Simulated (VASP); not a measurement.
Write the native input for VASP 6.6.1 that does the following.

```yaml
Task: single point
Functional: PBE
Potentials_or_basis: VASP PAW PBE potentials, release 64 (Mg, O)
Cutoff: 600 eV
k_mesh: 8 × 8 × 8
Occupations: gaussian, width 0.02 eV
Spin: no spin polarisation
Dipole_correction: no
Further_INCAR_settings: ALGO = Normal; EDIFF = 1e-06; NBANDS = 11
```

The structure of MgO lies in POSCAR:

```
MgO
1.0
    0.0000000000      2.1272347855      2.1272347855
    2.1272347855      0.0000000000      2.1272347855
    2.1272347855      2.1272347855      0.0000000000
Mg O
1 1
Direct
    0.0000000000      0.0000000000      0.0000000000
    0.5000000000      0.5000000000      0.5000000000
```

These files were run (other wordings do the same):

INCAR

```
PREC = Accurate
ENCUT = 600
EDIFF = 1E-6
ISMEAR = 0
SIGMA = 0.02
LREAL = F
LASPH = T
NELM = 120
ALGO = Normal
ISIF = 2
LWAVE = F
LCHARG = F
GGA = PE
NBANDS = 11
GGA_COMPAT = F
```

KPOINTS

```
regular mesh
0
Gamma
  8 8 8
```

Potentials or basis: VASP PAW PBE potentials, release 64 (Mg, O).

The run is started by

```console
$ cat potpaw_PBE.64/Mg/POTCAR potpaw_PBE.64/O/POTCAR > POTCAR
$ mpirun -np 1 vasp_std > vasp.out
```

Results of the run:

```
Pressure               : -1.1 GPa
Band gap on the k mesh : 4.44 eV
```

Run time: 8.8 s on 1 thread of Intel Xeon 8259CL (shared host), peak memory 0.14 GiB.
